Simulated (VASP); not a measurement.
# H22CO11 in VASP: notebook, part 2 of 2

VASP 6.6.1.

## 3. Single point, PBE+D3(BJ)

INCAR

```
SYSTEM = H22CO11
PREC = Accurate
ENCUT = 520
EDIFF = 1E-6
ISMEAR = -1
SIGMA = 0.02
LREAL = Auto
LASPH = .True.
NELM = 120
ALGO = Normal
ISIF = 2
LWAVE = .False.
LCHARG = .True.
GGA = PE
IVDW = 12
LELF = .True.
LVHAR = .True.
NBANDS = 69
GGA_COMPAT = .False.
```

KPOINTS

```
Automatic mesh
0
Gamma
  1 1 1
  0 0 0
```

POSCAR

```
H22CO11
1.0
    7.1203670000      0.0000000000      0.0000000000
    0.0000000000      7.1203670000      0.0000000000
    0.0000000000      0.0000000000      7.1203670000
O H C
11 22 1
Direct
    0.3822555776      0.2141462652      0.4949885308
    0.1497254285      0.5122769655      0.2915439611
    0.5190041468      1.0310142722      0.9846683464
    0.8687052226      0.7024076147      0.9815505296
    0.6707519430      0.4780792900      0.2146799456
    0.3701213716      0.3795169547      0.8627926061
    0.2426419874      0.8777918329      0.3479034157
    0.7774880143      0.9106553075      0.7008487063
    0.7408747330      0.9275505041      0.2465743690
    0.2876818007      0.7437959307      0.7636404135
   -0.0105893418      0.1948214186      0.6121032806
    0.2989452650      0.2227413278      0.5990562003
    0.3111496921      0.1097836670      0.4237422032
    0.0759230528      0.4004287981      0.2497904953
    0.2411252117      0.4577994365      0.3819466047
    0.5074457538      1.1280176991      0.8792524318
    0.6311893755      0.9739526067      0.9446563639
    0.8475546275      0.7330942352      0.8469226376
    1.0109029492      0.7360575656      0.9928842151
    0.5639175621      0.4256100844      0.2801681430
    0.7225048934      0.5582156088      0.2966139245
    0.3971003180      0.5079092131      0.8977908021
    0.3102508621      0.3339715495      0.9866204930
    0.3769187740      0.8438469534      0.3180875368
    0.1965488577      0.7434167368      0.3248989834
    0.8437907765      1.0313513334      0.7188955288
    0.7715473093      0.9114839165      0.5636788104
    0.6448122688      1.0088805816      0.1935855273
    0.7429673218      0.8236654094      0.1590929232
    0.3120485222      0.8352238024      0.8590568436
    0.2338503057      0.8258141750      0.6666791192
    0.0447027520      0.4449489752      0.7399899471
   -0.2199886607      0.3492095281      0.7194994303
   -0.0623563364      0.3487460688      0.6870291939
```

Potentials or basis: VASP PAW PBE potentials, release 64 (O, H, C).

Started as:

```sh
$ cat potpaw_PBE.64/O/POTCAR potpaw_PBE.64/H/POTCAR potpaw_PBE.64/C/POTCAR > POTCAR
$ mpirun -np 1 vasp_gam > vasp.out
```

OUTCAR:

```text
SYSTEM = H22CO11
   PREC = Accurate
   ENCUT = 520
   EDIFF = 1E-6
   ISMEAR = -1
   LREAL = Auto
   LASPH = .True.
   NELM = 120
   ISIF = 2
   GGA = PE
   IVDW = 12
 IVDW          = 12

 ion  position               nearest neighbor table
   1  0.382  0.214  0.495-  12 0.95  13 1.03
   2  0.150  0.512  0.292-  15 0.99  14 1.00
   3  0.519  0.031  0.985-  17 0.94  16 1.02
   4  0.869  0.702  0.982-  18 0.99  19 1.04
   5  0.671  0.478  0.215-  21 0.90  20 0.97
   6  0.370  0.380  0.863-  22 0.97  23 1.03
   7  0.243  0.878  0.348-  24 1.01  25 1.02
   8  0.777  0.911  0.701-  27 0.98  26 0.99
   9  0.741  0.928  0.247-  29 0.97  28 0.97
  10  0.288  0.744  0.764-  30 0.96  31 0.98
  11  0.989  0.195  0.612-  34 1.27
  12  0.299  0.223  0.599-   1 0.95
  13  0.311  0.110  0.424-   1 1.03
  14  0.076  0.400  0.250-   2 1.00
  15  0.241  0.458  0.382-   2 0.99
  16  0.507  0.128  0.879-   3 1.02
[... 15 lines left out ...]
  32  0.045  0.445  0.740-  34 1.09
  33  0.780  0.349  0.719-  34 1.15
  34  0.938  0.349  0.687-  32 1.09  33 1.15  11 1.27

  LATTYP: Found a simple cubic cell.
 ALAT       =     7.1203670000

  Lattice vectors:

 A1 = (   7.1203670000,   0.0000000000,   0.0000000000)
 A2 = (   0.0000000000,   7.1203670000,   0.0000000000)
 A3 = (   0.0000000000,   0.0000000000,   7.1203670000)

Analysis of symmetry for initial positions (statically):
=====================================================================
 Subroutine PRICEL returns:
 Original cell was already a primitive cell.

 Routine SETGRP: Setting up the symmetry group for a
 simple cubic supercell.

 Subroutine GETGRP returns: Found  1 space group operations
 (whereof  1 operations were pure point group operations)
 out of a pool of 48 trial point group operations.

The static configuration has the point symmetry C_1 .
[... 173 lines left out ...]
     AMIX_MAG =   1.60;   BMIX_MAG =  1.00
  volume/ion in A,a.u.               =      10.62        71.65
  Fermi-wavevector in a.u.,A,eV,Ry     =   1.037931  1.961405 14.657561  1.077300
  Thomas-Fermi vector in A             =   2.172391
   LORBIT       =      0    0 simple, 1 ext, 2 COOP (PROOUT), +10 PAW based schemes
   GGA     = PE    functional components
   LHFCALC =     F    Hartree Fock is set to
   AEXX    =    0.0000 exact exchange contribution
   IVDW    =    12    specifies the selected vdW correction
   LEPSILON=     F    determine dielectric tensor
   LRPA    =     F    only Hartree local field effects (RPA)
 non-spin polarized calculation
  energy-cutoff  :      520.00
  volume of cell :      361.00
 maximum number of plane-waves:      4886
 NGX is ok and might be reduce to    54
   NGX = 27   NGY = 27   NGZ = 27

 number of electron      91.9999990 magnetization

 Free energy of the ion-electron system (eV)
  ---------------------------------------------------
  ext. energy  EPLUGINS =         0.00000000
  ---------------------------------------------------
  free energy    TOTEN  =      -165.64313370 eV

  energy without entropy =     -165.64313370  energy(sigma->0) =     -165.64313370

 E-fermi :  -2.7213     XC(G=0):  -6.7262

 val. band max:       -3.2151395312   @ k =   0.0000   0.0000   0.0000
 cond. band min:      -0.4366358848   @ k =   0.0000   0.0000   0.0000
 fundamental gap:      2.7785036464
 Fermi energy:        -2.7212908164

 k-point     1 :       0.0000    0.0000    0.0000
  band No.  band energies     occupation
      1     -23.5260      2.00000
      2     -22.7290      2.00000
      3     -22.5987      2.00000
      4     -22.3730      2.00000
      5     -22.2520      2.00000
      6     -22.1353      2.00000
[... 50 lines left out ...]
     57       5.4613      0.00000
     58       5.5322      0.00000
 [bands above 58 left out]

------------------------ aborting loop because EDIFF is reached ----------------------------------------

 Edisp (eV)   -1.14777

 E8    (eV) :    -0.2384

  FORCE on cell =-STRESS in cart. coord.  units (eV):
  Direction    XX          YY          ZZ          XY          YZ          ZX
  --------------------------------------------------------------------------------------
  -------------------------------------------------------------------------------------
  Total      -2.36592     0.22742     1.22478    -0.66488     1.78833     0.96259
  in kB     -10.50035     1.00933     5.43576    -2.95086     7.93688     4.27212
  external pressure =       -1.35 kB  Pullay stress =        0.00 kB

 VOLUME and BASIS-vectors are now :
 -----------------------------------------------------------------------------
  energy-cutoff  :      520.00
  volume of cell :      361.00
      direct lattice vectors                 reciprocal lattice vectors
     7.120367000  0.000000000  0.000000000     0.140442199  0.000000000  0.000000000
     0.000000000  7.120367000  0.000000000     0.000000000  0.140442199  0.000000000
     0.000000000  0.000000000  7.120367000     0.000000000  0.000000000  0.140442199

 POSITION                                       TOTAL-FORCE (eV/Angst)
 -----------------------------------------------------------------------------------
      2.72180      1.52480      3.52450        -0.427498     -1.254577     -2.144154
      1.06610      3.64760      2.07590         0.022325     -1.309022      0.082998
      3.69550      0.22083      7.01120        -1.977215      2.173137     -1.336526
      6.18550      5.00140      6.98900         3.032364      0.098793     -0.288742
      4.77600      3.40410      1.52860        -2.230549     -3.262012     -3.117628
      2.63540      2.70230      6.14340        -1.228534     -1.398779      2.354562
[... 26 lines left out ...]
      5.55397      2.48650      5.12310         1.041980      0.987354     -0.145738
      6.67637      2.48320      4.89190        -0.735823     -3.747429     -0.497366
 -----------------------------------------------------------------------------------
    total drift:                               -0.014141     -0.009905      0.004344

  FREE ENERGIE OF THE ION-ELECTRON SYSTEM (eV)
  ---------------------------------------------------
  free  energy   TOTEN  =      -166.7909007566 eV

  energy  without entropy=     -166.7909007566  energy(sigma->0) =     -166.79090076
```

Wall time 1.7 min (1 thread of AMD EPYC 7R13, shared host); peak memory 0.33 GiB.

What came out:

- Free energy: -166.7909 eV
- Pressure: -0.1 GPa
- Largest force: 5.064 eV/Å
- Band gap on the k mesh: 2.78 eV
- Dispersion energy per atom: -0.034 eV

Forces in eV/Å, atoms in the order of the input:
```
O   -0.427 -1.255 -2.144
O    0.022 -1.309  0.083
O   -1.977  2.173 -1.337
O    3.032  0.099 -0.289
O   -2.231 -3.262 -3.118
O   -1.229 -1.399  2.355
O    1.441 -2.209 -0.634
O   -0.019  0.340 -0.328
O   -0.059  0.272  1.554
O   -0.740  0.064 -0.632
O   -0.042  2.704  0.992
H   -0.591  0.501  1.302
H    1.074  1.089  0.633
H    0.315  1.096  0.350
H   -0.319 -0.195 -0.306
H   -0.270 -0.693  1.475
H    1.594 -1.369 -0.793
H   -0.211  0.301  0.354
H   -2.485 -0.615 -0.055
H   -0.146 -0.394  0.251
H    2.170  3.313  3.157
H    0.195  0.579 -0.426
H    0.964  0.522 -1.911
H   -0.796  0.960  0.347
H   -0.599  1.399  0.227
H    0.098 -0.512 -0.195
H   -0.310 -0.202 -0.392
H   -0.125  0.405  0.188
H    0.577 -0.582 -0.554
H    0.711  0.677  0.988
H    0.152 -0.463 -0.365
H   -0.076  0.725 -0.134
H    1.042  0.987 -0.146
C   -0.736 -3.747 -0.497
```

Levels at points of the mesh, in eV from the valence-band top:
```csv
k point,band 43,band 44,band 45,band 46,band 47,band 48,band 49,band 50
"(0.00, 0.00, 0.00)",-0.60,-0.50,-0.35,0.00,2.78,4.08,6.46,6.77
```

Caveat: the k points lie up to 0.88 Å⁻¹ apart.

## 4. Single point, PBE+D3(BJ)

INCAR is that of step 3.

KPOINTS

```
regular mesh
0
Gamma
  1 1 1
  0 0 0
```

POSCAR

```
H22CO11
1.0
    7.1203670000      0.0000000000      0.0000000000
    0.0000000000      7.1203670000      0.0000000000
    0.0000000000      0.0000000000      7.1203670000
O H C
11 22 1
Direct
    0.4130405076      0.2250305356      0.4617599065
    0.1268614385      0.4494571698      0.3032147079
    0.4805932054      1.0638356141      0.9647115100
    0.8617112011      0.7188253077      0.9551614404
    0.6242515309      0.5239758007      0.2287382097
    0.3842919894      0.3819606489      0.8314318630
    0.2490742401      0.9233512823      0.3277920927
    0.7468575707      0.9229720884      0.6646707958
    0.7328976161      0.9281684497      0.2616578612
    0.2900974065      0.7660560193      0.7840747535
   -0.0011656703      0.2488916653      0.6633365949
    0.3266264225      0.2607028542      0.5582436973
    0.3392381320      0.1076770341      0.4149224331
    0.0050980518      0.4606082804      0.2453946545
    0.1691626288      0.3129333081      0.2979902581
    0.3832386730      1.1468931306      1.0125601672
    0.4432355804      1.1078501993      0.8436784228
    0.8163905035      0.7695249416      0.8352238024
    0.9987968317      0.7024357031      0.9107957497
    0.5871747903      0.4104423269      0.3036219903
    0.6597272304      0.5965282407      0.3396875470
    0.3110513826      0.4581926746      0.7353413104
    0.3567653184      0.4520693947      0.9428165711
    0.3448979526      0.8402797215      0.3109530731
    0.1380546817      0.8702360426      0.2855189908
    0.8325132679      1.0379240284      0.7011576791
    0.7641038727      0.9223681869      0.5311945297
    0.6585334717      0.9581388150      0.1462845946
    0.8206178137      0.8324149584      0.1963241501
    0.3668912010      0.8564867513      0.8438188650
    0.3693910721      0.7489782479      0.6694739190
   -0.0740411274      0.4941177892      0.5566707446
   -0.2171938609      0.3914966743      0.7751004969
   -0.0968629847      0.3854857481      0.6732518141
```

Started as:

```sh
$ cat potpaw_PBE.64/O/POTCAR potpaw_PBE.64/H/POTCAR potpaw_PBE.64/C/POTCAR > POTCAR
$ mpirun -np 1 vasp_gam > vasp.out
```

It took 89 s on 1 thread of AMD EPYC 7R13, shared host; peak memory 0.32 GiB.

The run converged. Its results:

```
Free energy                : -166.6128 eV
Pressure                   : 0.7 GPa
Largest force              : 3.848 eV/Å
Band gap on the k mesh     : 3.70 eV
Dispersion energy per atom : -0.034 eV
```

Forces on the atoms (eV/Å):
```
O   -0.630 -1.636 -1.111
O    0.981 -1.185 -0.010
O   -0.564 -0.444  0.777
O    3.055 -0.798 -0.575
O   -0.139 -1.165  1.623
O   -1.082  0.781 -2.107
O   -0.624  3.215  1.253
O    1.492  2.026  1.533
O    1.075 -1.377 -1.556
O   -0.156 -1.299 -2.188
O    1.857 -2.730  0.250
H   -0.351  0.497  0.791
H    1.177  1.126  0.248
H   -0.559 -0.336 -0.408
H   -0.630  1.888  0.115
H   -0.013 -0.085  1.574
H    1.020  0.167 -2.114
H   -0.792  0.605 -0.321
H   -1.652  0.250  1.025
H   -0.271  0.153 -0.965
H    0.103  0.771 -0.447
H    0.970 -0.856  1.343
H    0.084  0.643  0.905
H    2.760 -2.585 -0.715
H   -2.103 -1.023 -0.757
H   -1.360 -1.927 -0.451
H   -0.223 -0.057 -1.378
H    0.136  0.269  0.830
H   -1.250  1.195  0.609
H    0.844  1.312  1.622
H   -0.944 -0.039  0.660
H   -0.267  0.048  1.057
H    0.285  0.429 -0.249
C   -2.229  2.166 -0.863
```

Stress tensor (GPa, compression positive):
```
-0.39 -1.41  0.53
-1.41  1.76  1.01
 0.53  1.01  0.66
```

Levels at points of the mesh, in eV from the valence-band top:
```tsv
k point	band 44	band 45	band 46	band 47	band 48	band 49
(0.00, 0.00, 0.00)	-0.44	-0.25	0.00	3.70	4.11	6.57
```

Caveat: the k points lie up to 0.88 Å⁻¹ apart.
